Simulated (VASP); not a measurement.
Crystal: Rh.

```
CELL_PARAMETERS angstrom
2.71265 0.00000 0.00000
-1.35632 2.34922 0.00000
0.00000 0.00000 4.39877
ATOMIC_POSITIONS crystal
Rh 0.33333 0.66667 0.25000
Rh 0.66667 0.33333 0.75000
```

Base run:

```yaml
Program: VASP 6.6.1
Functional: r2SCAN
Potentials_or_basis: VASP PAW PBE potentials, release 64 (Rh_pv)
Cutoff: 520 eV
k_mesh: 11 × 11 × 6
Occupations: fermi-dirac, width 0.05 eV
Spin: no spin polarisation
```

Its results: band gap on the k mesh zero (band 15 reaches 12.09 eV, above the bottom of band 16 at 9.73 eV); pressure -3.7 GPa.

Task: After a change of settings the same cell gave: band gap on the k mesh zero (band 17 reaches 11.06 eV, above the bottom of band 18 at 8.70 eV); pressure -6.3 GPa. Which change was it?
A. functional from r2SCAN to PBEsol; further incar settings from ALGO = Normal; EDIFF = 1e-07; NBANDS = 22 to ALGO = Fast; EDIFF = 1e-06; NBANDS = 22
B. functional from r2SCAN to PBE
C. further incar settings from ALGO = Normal; EDIFF = 1e-07; NBANDS = 22 to ALGO = Normal; EDIFF = 1e-06; NBANDS = 22
D. potentials or basis from VASP PAW PBE potentials, release 64 (Rh_pv) to VASP PAW PBE potentials, release 64 (Rh_sv_GW); cutoff from 520 eV to 580 eV; further incar settings from ALGO = Normal; EDIFF = 1e-07; NBANDS = 22 to ALGO = Normal; EDIFF = 1e-06; NBANDS = 24; valence electrons from 30 to 34

Result: D.

Caveats: the PAW data sets were made with another functional, which shifts forces and pressure a little.
